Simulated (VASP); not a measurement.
# TaN (Cm) in VASP: a series of runs, part 2 of 2

VASP 6.6.1. Earlier steps stand in the parts before.

**4. Single point, PBE (shortest bond scaled by 0.62)**

The input, INCAR:

```
SYSTEM = TaN
ALGO = Normal
EDIFF = 1E-6
ENCUT = 600
GGA = PE
GGA_COMPAT = .FALSE.
ISIF = 2
ISMEAR = -1
LASPH = .TRUE.
LCHARG = .FALSE.
LREAL = .FALSE.
LWAVE = .FALSE.
NBANDS = 24
NELM = 120
PREC = Accurate
SIGMA = 0.03
```

The input, KPOINTS:

```
k-points
0
G
  7 7 4
  0 0 0
```

The input, POSCAR:

```
TaN
1.0
    3.0500000000      0.0000000000      0.0000000000
   -1.5250000000      2.6413774815      0.0000000000
    0.0000000000      0.0000000000      4.9400000000
Ta N
2 2
Direct
    0.2066666666      0.6033333334     -0.0218500000
    0.6666666667      0.3333333333      0.5000000000
    0.3333333333      0.6666666667      0.3850000000
    0.7933333334      0.3966666666      0.9068500000
```

Potentials or basis: VASP PAW PBE potentials, release 64 (Ta_pv, N).

Command:

```bash
$ cat potpaw_PBE.64/Ta_pv/POTCAR potpaw_PBE.64/N/POTCAR > POTCAR
$ mpirun -np 1 vasp_std > vasp.out
```

OUTCAR:

```text
SYSTEM = TaN
   EDIFF = 1E-6
   ENCUT = 600
   GGA = PE
   ISIF = 2
   ISMEAR = -1
   LASPH = .TRUE.
   LREAL = .FALSE.
   NELM = 120
   PREC = Accurate

 ion  position               nearest neighbor table
   1  0.207  0.603  0.978-   4 1.15   3 2.04   4 2.20   4 2.20   2 2.76   2 2.95   2 3.06   2 3.06
                             2 3.23   2 3.23
   2  0.667  0.333  0.500-   3 1.85   3 1.85   3 1.85   4 2.04   1 2.76   1 2.95   1 3.06   1 3.06
                             1 3.23   1 3.23
   3  0.333  0.667  0.385-   2 1.85   2 1.85   2 1.85   1 2.04
   4  0.793  0.397  0.907-   1 1.15   2 2.04   1 2.20   1 2.20

 -----------------------------------------------------------------------------
|                                                                             |
|           W    W    AA    RRRRR   N    N  II  N    N   GGGG   !!!           |
|           W    W   A  A   R    R  NN   N  II  NN   N  G    G  !!!           |
|           W    W  A    A  R    R  N N  N  II  N N  N  G       !!!           |
|           W WW W  AAAAAA  RRRRR   N  N N  II  N  N N  G  GGG   !            |
|           WW  WW  A    A  R   R   N   NN  II  N   NN  G    G                |
|           W    W  A    A  R    R  N    N  II  N    N   GGGG   !!!           |
|                                                                             |
|     The distance between some ions is very small. Please check the          |
|     nearest-neighbor list in the OUTCAR file.                               |
|     I HOPE YOU KNOW WHAT YOU ARE DOING!                                     |
[... 194 lines left out ...]
 fundamental gap:      0.1220088070
 Fermi energy:         9.5070306344

 k-point     1 :       0.0000    0.0000    0.0000
  band No.  band energies     occupation
      1     -32.4159      2.00000
      2     -26.5375      2.00000
      3     -25.6456      2.00000
      4     -25.5997      2.00000
      5     -25.0917      2.00000
      6     -25.0051      2.00000
[... 637 lines left out ...]
     23      17.0890      0.00000
     24      18.5183      0.00000

 [... further k-points ...]
[... 5 lines left out ...]
  --------------------------------------------------------------------------------------
  -------------------------------------------------------------------------------------
  Total      145.6964251     64.4443279     41.3125107     70.3663803     26.5817078     46.0408732
  in kB     5865.4619083   2594.4064868   1663.1633739   2832.8170921   1070.1291694   1853.5182847
  external PRESSURE =    3374.3439230 kB  Pullay stress =       0.0000000 kB

 VOLUME and BASIS-vectors are now :
 -----------------------------------------------------------------------------
  energy-cutoff  :      600.00
  volume of cell :       39.80
      direct lattice vectors                 reciprocal lattice vectors
     3.050000000  0.000000000  0.000000000     0.327868852  0.189295170  0.000000000
    -1.525000000  2.641377482  0.000000000     0.000000000  0.378590340  0.000000000
     0.000000000  0.000000000  4.940000000     0.000000000  0.000000000  0.202429150

 POSITION                                       TOTAL-FORCE (eV/Angst)
 -----------------------------------------------------------------------------------
     -0.28975      1.59363      4.83206       126.005506     72.749313     46.314724
      1.52500      0.88046      2.47000        -2.134066     -1.232103      3.101949
     -0.00000      1.76092      1.90190         0.581848      0.335930     -3.214779
      1.81475      1.04775      4.47984      -124.453288    -71.853139    -46.201894
 -----------------------------------------------------------------------------------
    total drift:                                0.000302      0.000175      0.000681

  FREE ENERGIE OF THE ION-ELECTRON SYSTEM (eV)
  ---------------------------------------------------
  free  energy   TOTEN  =        -6.6778212223 eV

  energy  without entropy=       -6.6742903620  energy(sigma->0) =       -6.67605579
```

OSZICAR:

```text
N       E                     dE             d eps       ncg     rms          rms(c)
DAV:   1     0.355941917614E+03    0.35594E+03   -0.19580E+04  2880   0.161E+03
DAV:   2     0.296500655135E+01   -0.35298E+03   -0.33548E+03  3296   0.473E+02
DAV:   3    -0.145761698069E+02   -0.17541E+02   -0.17296E+02  3696   0.107E+02
DAV:   4    -0.147690852211E+02   -0.19292E+00   -0.19282E+00  3168   0.117E+01
DAV:   5    -0.147713097211E+02   -0.22245E-02   -0.22241E-02  3760   0.114E+00    0.865E+01
DAV:   6    -0.693602882919E+01    0.78353E+01   -0.22441E+01  3624   0.425E+01    0.318E+01
DAV:   7    -0.698573929929E+01   -0.49710E-01   -0.39259E+00  3544   0.172E+01    0.170E+01
DAV:   8    -0.669523338081E+01    0.29051E+00   -0.75951E-01  3640   0.113E+01    0.562E+00
DAV:   9    -0.667916126702E+01    0.16072E-01   -0.78951E-02  3480   0.305E+00    0.276E+00
DAV:  10    -0.667775583339E+01    0.14054E-02   -0.12982E-02  3464   0.107E+00    0.519E-01
DAV:  11    -0.667783694682E+01   -0.81113E-04   -0.76945E-04  3504   0.253E-01    0.115E-01
DAV:  12    -0.667782626579E+01    0.10681E-04   -0.22326E-04  3656   0.140E-01    0.390E-02
DAV:  13    -0.667782185088E+01    0.44149E-05   -0.30553E-05  3392   0.573E-02    0.187E-02
DAV:  14    -0.667782122232E+01    0.62856E-06   -0.32129E-06  3144   0.164E-02
   1 F= -.66778212E+01 E0= -.66760558E+01  d E =-.353086E-02
```

Wall time 65 s (1 thread of AMD EPYC 7R43 (Zen 3), shared host); peak memory 0.17 GiB.

What came out:

| Property | Result |
| --- | --- |
| Free energy | -6.6778 eV |
| Pressure | 337.4 GPa |
| Largest force | 152.692 eV/Å |
| Band gap on the k mesh | zero (bands 16 and 17 overlap by 1.10 eV) |

Forces in eV/Å, atoms in the order of the input:
```
Ta   126.006   72.749   46.315
Ta    -2.134   -1.232    3.102
N      0.582    0.336   -3.215
N   -124.453  -71.853  -46.202
```

Caveat: the cell differs from its parent crystal (shortest bond scaled by 0.62); atoms lie so close that the PAW spheres overlap strongly, which falsifies energies and pressures; the cell stands under pressure; spin-orbit coupling is left out, which moves the levels of the heavy elements; forces of over 1 eV/Å act on the atoms, so gaps and moduli don't describe the material at rest.

**5. Single point, PBE (shortest bond scaled by 0.62, source ansatz)**

The input, INCAR:

```
PREC = Accurate
ENCUT = 600
EDIFF = 1E-6
ISMEAR = -1
SIGMA = 0.03
LREAL = F
LASPH = T
NELM = 120
ALGO = Normal
ISIF = 2
LWAVE = F
LCHARG = T
GGA = PE
LELF = T
LVHAR = T
NBANDS = 24
GGA_COMPAT = F
```

The input, KPOINTS:

```
Automatic mesh
0
Gamma
  7 7 4
```

POSCAR is that of step 4.

Command:

```bash
$ cat potpaw_PBE.64/Ta_pv/POTCAR potpaw_PBE.64/N/POTCAR > POTCAR
$ mpirun -np 1 vasp_std > vasp.out
```

It took 52 s on 1 thread of AMD EPYC 7R43 (Zen 3), shared host; peak memory 0.17 GiB.

The run converged. Its results:

| Item | Value |
| --- | --- |
| Free energy | -6.6778 eV |
| Pressure | 337.4 GPa |
| Largest force | 152.692 eV/Å |
| Band gap on the k mesh | zero (bands 16 and 17 overlap by 1.10 eV) |

Forces on the atoms (eV/Å):
```
Ta   126.006   72.749   46.315
Ta    -2.134   -1.232    3.102
N      0.582    0.336   -3.215
N   -124.453  -71.853  -46.202
```

Stress tensor (GPa, compression positive):
```
586.55 283.28 185.35
283.28 259.44 107.01
185.35 107.01 166.32
```

Levels at points of the mesh, in eV from the Fermi level:
```tsv
k point	band 14	band 15	band 16	band 17	band 18	band 19
(0.00, 0.00, 0.00)	-5.27	-1.35	-0.24	0.45	1.43	1.73
(0.00, 0.00, 0.50)	-5.29	-1.29	0.41	0.83	1.32	2.78
```

Caveat: the cell differs from its parent crystal (shortest bond scaled by 0.62, source ansatz); atoms lie so close that the PAW spheres overlap strongly, which falsifies energies and pressures; the cell stands under pressure; spin-orbit coupling is left out, which moves the levels of the heavy elements; forces of over 1 eV/Å act on the atoms, so gaps and moduli don't describe the material at rest.

**6. Overview**

| cell | gap on the mesh (eV) | pressure (GPa) | largest force (eV/Å) |
| --- | --- | --- | --- |
| as given, shortest bond scaled by 0.9 | none | 147.5 | 10.28 |
| as given, shortest bond scaled by 0.85 | none | 158.7 | 18.74 |
| as given, shortest bond scaled by 0.62, source ansatz | none | 337.4 | 152.69 |

Some of these runs hold the atoms at other places in the same cell, which the table doesn't show; runs alike in all that it shows share one row.

Alike in all rows: task single point; level PBE; potentials or basis VASP PAW PBE potentials, release 64 (Ta_pv, N); no spin polarisation; k mesh 7 × 7 × 4; cutoff (eV) 600; smearing fermi-dirac 0.03 eV.

Caveats: the cell stands under pressure; spin-orbit coupling is left out, which moves the levels of the heavy elements; forces of over 1 eV/Å act on the atoms, so gaps and moduli don't describe the material at rest; atoms lie so close that the PAW spheres overlap strongly, which falsifies energies and pressures (at least some runs).

Absolute energies hang on the potentials; compare differences alone.
